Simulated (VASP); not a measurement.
# Be3Te4 (P-6m2) in VASP: single point with PBE

Aim: the single point of Be3Te4 with PBE.

All numbers are computed with VASP 6.6.1; they aren't measurements. Logs are shortened: lines on timing, memory, paths and dates and some standing lists are left out, and cuts for length are marked.

## 1. The cell of the first run

It takes space group P-6m2 (No. 187, hexagonal). The conventional cell has a = 7.097 Å, b = 7.097 Å, c = 6.266 Å, α = 90.00°, β = 90.00°, γ = 120.00°. Be (site symmetry 3m) has 2 Be at 2.08 to 2.10 Å and 3 Te at 2.37 Å within 2.8 Å. Be (site symmetry -6m2) has 2 Be at 2.08 Å within 2.8 Å. Te (site symmetry -6m2) has 6 Te at 3.55 Å and 6 Be at 4.23 Å within 4.7 Å. Within 3.1 Å of Te (site symmetry mm2) lie 2 Be at 2.37 Å.

The cell was built from a structure type or drawn by symmetry, and may not be a known phase.

## 2. Single point, PBE

Input file INCAR:

```
ALGO     = Normal         # electronic algorithm
EDIFF    = 1E-6           # SCF threshold, eV
ENCUT    = 600            # plane-wave cutoff, eV
GGA      = PE             # functional
GGA_COMPAT= False        
ISIF     = 2              # what is computed and relaxed
ISMEAR   = 0              # smearing method
LASPH    = True           # aspherical terms in the spheres
LCHARG   = True           # write CHGCAR
LELF     = True           # ELF
LREAL    = False          # projectors in reciprocal space
LVHAR    = True         
LWAVE    = False          # write WAVECAR
NBANDS   = 24             # bands
NELM     = 120            # most SCF steps
PREC     = Accurate       # precision mode
SIGMA    = 0.2            # smearing width, eV
```

Input file KPOINTS:

```
k-points
0
Gamma
  3 3 3
```

Input file POSCAR:

```
Be3Te4
1.0
    7.0974142804      0.0000000000      0.0000000000
   -3.5487071402      6.1465410680      0.0000000000
    0.0000000000      0.0000000000      6.2658624897
Be Te
3 4
Direct
    0.3333333333      0.6666666667      0.1677191782
    0.3333333333      0.6666666667      0.8322808218
    0.3333333333      0.6666666667      0.5000000000
    0.0000000000      0.0000000000      0.0000000000
    0.5060827385      0.4939172615      0.0000000000
    0.5060827385      0.0121654769      0.0000000000
    0.9878345231      0.4939172615      0.0000000000
```

Potentials or basis: VASP PAW PBE potentials, release 64 (Be, Te).

On the command line:

```
> cat potpaw_PBE.64/Be/POTCAR potpaw_PBE.64/Te/POTCAR > POTCAR
> mpirun -np 1 vasp_std > vasp.out
```

OUTCAR:

```text
EDIFF = 1E-6
   ENCUT = 600
   GGA = PE
   ISIF = 2
   ISMEAR = 0
   LASPH = True
   LREAL = False
   NELM = 120
   PREC = Accurate

 ion  position               nearest neighbor table
   1  0.333  0.667  0.168-   3 2.08   2 2.10   6 2.37   7 2.37   5 2.37
   2  0.333  0.667  0.832-   3 2.08   1 2.10   6 2.37   7 2.37   5 2.37
   3  0.333  0.667  0.500-   1 2.08   2 2.08
   4  0.000  0.000  0.000-   7 3.55   6 3.55   5 3.55   5 3.55   7 3.55   6 3.55
   5  0.506  0.494  0.000-   1 2.37   2 2.37   6 3.42   7 3.42   4 3.55   4 3.55   6 3.68   7 3.68

   6  0.506  0.012  0.000-   1 2.37   2 2.37   5 3.42   7 3.42   4 3.55   4 3.55   5 3.68   7 3.68

   7  0.988  0.494  0.000-   1 2.37   2 2.37   6 3.42   5 3.42   4 3.55   4 3.55   6 3.68   5 3.68

  LATTYP: Found a hexagonal cell.
 ALAT       =     7.0974142804
 C/A-ratio  =     0.8828373605

  Lattice vectors:

 A1 = (   7.0974142804,   0.0000000000,   0.0000000000)
 A2 = (  -3.5487071402,   6.1465410680,   0.0000000000)
 A3 = (   0.0000000000,   0.0000000000,   6.2658624897)

Analysis of symmetry for initial positions (statically):
=====================================================================
 Subroutine PRICEL returns:
 Original cell was already a primitive cell.

 Routine SETGRP: Setting up the symmetry group for a
 hexagonal supercell.

 Subroutine GETGRP returns: Found 12 space group operations
 (whereof 12 operations were pure point group operations)
 out of a pool of 24 trial point group operations.

The static configuration has the point symmetry D_3h.

Analysis of symmetry for dynamics (positions and initial velocities):
=====================================================================
 Subroutine PRICEL returns:
 Original cell was already a primitive cell.

 Routine SETGRP: Setting up the symmetry group for a
 hexagonal supercell.

 Subroutine GETGRP returns: Found 12 space group operations
 (whereof 12 operations were pure point group operations)
 out of a pool of 24 trial point group operations.

The dynamic configuration has the point symmetry D_3h.

 Subroutine INISYM returns: Found 12 space group operations
 (whereof 12 operations are pure point group operations),
 and found     1 'primitive' translations

----------------------------------------------------------------------------------------

                                     Primitive cell

  volume of cell :     273.3454

  direct lattice vectors                    reciprocal lattice vectors
     7.097414280  0.000000000  0.000000000     0.140896383  0.081346565  0.000000000
    -3.548707140  6.146541068  0.000000000     0.000000000  0.162693129  0.000000000
     0.000000000  0.000000000  6.265862490     0.000000000  0.000000000  0.159594948

  length of vectors
     7.097414280  7.097414280  6.265862490     0.162693129  0.162693129  0.159594948

  position of ions in fractional coordinates (direct lattice)
     0.333333333  0.666666667  0.167719178
     0.333333333  0.666666667  0.832280822
     0.333333333  0.666666667  0.500000000
     0.000000000  0.000000000  0.000000000
     0.506082738  0.493917262  0.000000000
     0.506082738  0.012165477  0.000000000
     0.987834523  0.493917262  0.000000000

  ion indices of the primitive-cell ions
   primitive index   ion index
                 1           1
                 2           2
                 3           3
                 4           4
                 5           5
                 6           6
                 7           7

----------------------------------------------------------------------------------------

 KPOINTS: k-points

Automatic generation of k-mesh.
 Grid dimensions read from file:
 generate k-points for:    3    3    3

 Generating k-lattice:

  Cartesian coordinates                     Fractional coordinates (reciprocal lattice)
     0.046965461  0.027115522  0.000000000     0.333333333  0.000000000  0.000000000
     0.000000000  0.054231043  0.000000000     0.000000000  0.333333333  0.000000000
     0.000000000  0.000000000  0.053198316     0.000000000  0.000000000  0.333333333

  Length of vectors
     0.054231043  0.054231043  0.053198316

  Shift w.r.t. Gamma in fractional coordinates (k-lattice)
     0.000000000  0.000000000  0.000000000

 Subroutine IBZKPT returns following result:
 ===========================================

 Found      6 irreducible k-points:

 Following reciprocal coordinates:
            Coordinates               Weight
  0.000000  0.000000  0.000000      1.000000
  0.333333  0.000000  0.000000      6.000000
  0.333333  0.333333  0.000000      2.000000
  0.000000  0.000000  0.333333      2.000000
  0.333333  0.000000  0.333333     12.000000
  0.333333  0.333333  0.333333      4.000000
   k-points           NKPTS =      6   k-points in BZ     NKDIM =      6   number of bands    NBANDS=     24
   number of dos      NEDOS =    301   number of ions     NIONS =      7
   total plane-waves  NPLWV = 180000
   dimension x,y,z NGX =    60 NGY =   60 NGZ =   50
   dimension x,y,z NGXF=   120 NGYF=  120 NGZF=  100
   ions per type =               3   4
   NGX,Y,Z   is equivalent  to a cutoff of  14.05, 14.05, 13.27 a.u.
   NGXF,Y,Z  is equivalent  to a cutoff of  28.11, 28.11, 26.53 a.u.
 SYSTEM =  unknown system
   PREC   = accura    normal or accurate (medium, high low for compatibility)
   ISTART =      0    job   : 0-new  1-cont  2-samecut
   ICHARG =      2    charge: 1-file 2-atom 10-const
   ISPIN  =      1    spin polarized calculation?
   LNONCOLLINEAR =      F non collinear calculations
   LSORBIT =      F    spin-orbit coupling
   LASPH  =      T    aspherical Exc in radial PAW
   ENCUT  =  600.0 eV  44.10 Ry    6.64 a.u.  14.18 14.18 12.51*2*pi/ulx,y,z
   NELM   =    120;   NELMIN=  2; NELMDL= -5     # of ELM steps
   EDIFF  = 0.1E-05   stopping-criterion for ELM
   LREAL  =      F    real-space projection
   EDIFFG = 0.1E-04   stopping-criterion for IOM
   NSW    =      0    number of steps for IOM
   IBRION =     -1    ionic relax: 0-MD 1-quasi-New 2-CG
   NFREE  =      0    steps in history (QN), initial steepest desc. (CG)
   ISIF   =      2    stress and relaxation
   ISYM   =      2    0-nonsym 1-usesym 2-fastsym
   POTIM  = 0.5000    time-step for ionic-motion
   TEBEG  =    0.0;   TEEND  =   0.0 temperature during run
   PSTRESS=    0.0 pullay stress
   NELECT =      30.0000    total number of electrons
   NUPDOWN=      -1.0000    fix difference up-down
   EMIN   =  10.00;   EMAX   =-10.00  energy-range for DOS
   EFERMI =   0.00;   METHOD = LEGACY
   ISMEAR =     0;   SIGMA  =   0.20  broadening in eV -4-tet -1-fermi 0-gaus
   EFERMI_NEDOS =   21; number of points for ismear=-14 and -15
   IALGO  =     38    algorithm
   IMIX   =      4    mixing-type and parameters
     AMIX     =   0.40;   BMIX     =  1.00
     AMIX_MAG =   1.60;   BMIX_MAG =  1.00
  volume/ion in A,a.u.               =      39.05       263.52
  Fermi-wavevector in a.u.,A,eV,Ry     =   0.783811  1.481188  8.358869  0.614360
  Thomas-Fermi vector in A             =   1.887816
   LORBIT       =      0    0 simple, 1 ext, 2 COOP (PROOUT), +10 PAW based schemes
   GGA     = PE    functional components
   LHFCALC =     F    Hartree Fock is set to
   AEXX    =    0.0000 exact exchange contribution
   IVDW    =     0    specifies the selected vdW correction
   LEPSILON=     F    determine dielectric tensor
   LRPA    =     F    only Hartree local field effects (RPA)
 non-spin polarized calculation
 Gauss-broadening in eV      SIGMA  =   0.20
  energy-cutoff  :      600.00
  volume of cell :      273.35
 maximum number of plane-waves:      9156
 NGX is ok and might be reduce to    60
   NGX = 29   NGY = 29   NGZ = 25

 number of electron      30.0000000 magnetization

 Free energy of the ion-electron system (eV)
  ---------------------------------------------------
  ext. energy  EPLUGINS =         0.00000000
  ---------------------------------------------------
  free energy    TOTEN  =       -19.53615496 eV

  energy without entropy =      -19.33996502  energy(sigma->0) =      -19.43805999

 E-fermi :   1.4157     XC(G=0):  -6.7436

 val. band max:        1.3753761558   @ k =   0.3333   0.0000   0.3333
 cond. band min:       1.4615025357   @ k =   0.0000   0.0000   0.3333
 fundamental gap:      0.0861263799
 Fermi energy:         1.4156984096

 k-point     1 :       0.0000    0.0000    0.0000
  band No.  band energies     occupation
      1     -10.9464      2.00000
      2      -9.1479      2.00000
      3      -9.1479      2.00000
      4      -8.3267      2.00000
      5      -4.8167      2.00000
      6      -2.9539      2.00000
[... 16 lines left out ...]
     23       5.5823      0.00000
     24       5.5823      0.00000

 k-point     2 :       0.3333    0.0000    0.0000
  band No.  band energies     occupation
      1     -10.6565      2.00000
      2      -9.6817      2.00000
      3      -9.1806      2.00000
      4      -8.4446      2.00000
      5      -3.9955      2.00000
      6      -2.2440      2.00000
[... 16 lines left out ...]
     23       6.1213      0.00000
     24       6.3004      0.00000

 k-point     3 :       0.3333    0.3333    0.0000
  band No.  band energies     occupation
      1     -10.3495      2.00000
      2      -9.9655      2.00000
      3      -9.4458      2.00000
      4      -8.3553      2.00000
      5      -3.2156      2.00000
      6      -2.7083      2.00000
[... 16 lines left out ...]
     23       6.9229      0.00000
     24       7.0214      0.00000

 k-point     4 :       0.0000    0.0000    0.3333
  band No.  band energies     occupation
      1     -10.9407      2.00000
      2      -9.1434      2.00000
      3      -9.1434      2.00000
      4      -8.3239      2.00000
      5      -4.8022      2.00000
      6      -2.9628      2.00000
[... 16 lines left out ...]
     23       5.8859      0.00000
     24       5.8859      0.00000

 k-point     5 :       0.3333    0.0000    0.3333
  band No.  band energies     occupation
      1     -10.6507      2.00000
      2      -9.6769      2.00000
      3      -9.1759      2.00000
      4      -8.4416      2.00000
      5      -3.9790      2.00000
      6      -2.8296      2.00000
[... 16 lines left out ...]
     23       6.3798      0.00000
     24       6.5691      0.00000

 k-point     6 :       0.3333    0.3333    0.3333
  band No.  band energies     occupation
      1     -10.3431      2.00000
      2      -9.9611      2.00000
      3      -9.4412      2.00000
      4      -8.3523      2.00000
      5      -3.1982      2.00000
      6      -2.7453      2.00000
[... 16 lines left out ...]
     23       6.8995      0.00000
     24       7.5159      0.00000

------------------------ aborting loop because EDIFF is reached ----------------------------------------

  FORCE on cell =-STRESS in cart. coord.  units (eV):
  Direction    XX          YY          ZZ          XY          YZ          ZX
  --------------------------------------------------------------------------------------
  -------------------------------------------------------------------------------------
  Total        0.0951524      0.0951524      0.0557135      0.0000000     -0.0000000      0.0000000
  in kB        0.5577231      0.5577231      0.3265570      0.0000000     -0.0000000      0.0000000
  external PRESSURE =       0.4806677 kB  Pullay stress =       0.0000000 kB

 VOLUME and BASIS-vectors are now :
 -----------------------------------------------------------------------------
  energy-cutoff  :      600.00
  volume of cell :      273.35
      direct lattice vectors                 reciprocal lattice vectors
     7.097414280  0.000000000  0.000000000     0.140896383  0.081346565  0.000000000
    -3.548707140  6.146541068  0.000000000     0.000000000  0.162693129  0.000000000
     0.000000000  0.000000000  6.265862490     0.000000000  0.000000000  0.159594948

 POSITION                                       TOTAL-FORCE (eV/Angst)
 -----------------------------------------------------------------------------------
     -0.00000      4.09769      1.05091         0.000000      0.000000      0.026433
     -0.00000      4.09769      5.21496         0.000000      0.000000     -0.026433
     -0.00000      4.09769      3.13293         0.000000      0.000000     -0.000000
      0.00000      0.00000      0.00000         0.000000      0.000000     -0.000000
      1.83911      3.03588      0.00000         0.023323     -0.013465      0.000000
      3.54871      0.07478      0.00000         0.000000      0.026931      0.000000
      5.25830      3.03588      0.00000        -0.023323     -0.013465      0.000000
 -----------------------------------------------------------------------------------
    total drift:                               -0.000000      0.000000      0.000000

  FREE ENERGIE OF THE ION-ELECTRON SYSTEM (eV)
  ---------------------------------------------------
  free  energy   TOTEN  =       -19.5361549593 eV

  energy  without entropy=      -19.3399650158  energy(sigma->0) =      -19.43805999
```

It took 2.6 min on 1 thread of Intel Xeon 8259CL, shared host; peak memory 0.43 GiB.

Results:

```
Free energy            : -19.5362 eV
Pressure               : 0.0 GPa
Largest force          : 0.027 eV/Å
Band gap on the k mesh : zero (bands 15 and 16 overlap by 0.36 eV)
```

Forces on the atoms (eV/Å):
```
Be   0.000  0.000  0.026
Be   0.000  0.000 -0.026
Be   0.000  0.000  0.000
Te   0.000  0.000  0.000
Te   0.023 -0.013  0.000
Te   0.000  0.027  0.000
Te  -0.023 -0.013  0.000
```

Levels at points of the mesh, in eV from the Fermi level:
```tsv
k point	band 13	band 14	band 15	band 16	band 17	band 18
(0.00, 0.00, 0.00)	-0.83	-0.56	0.40	0.52	1.96	1.96
```

Caveat: semilocal functionals underestimate gaps, so a narrow gap can read as zero; spin-orbit coupling is left out, which moves the levels of the heavy elements.
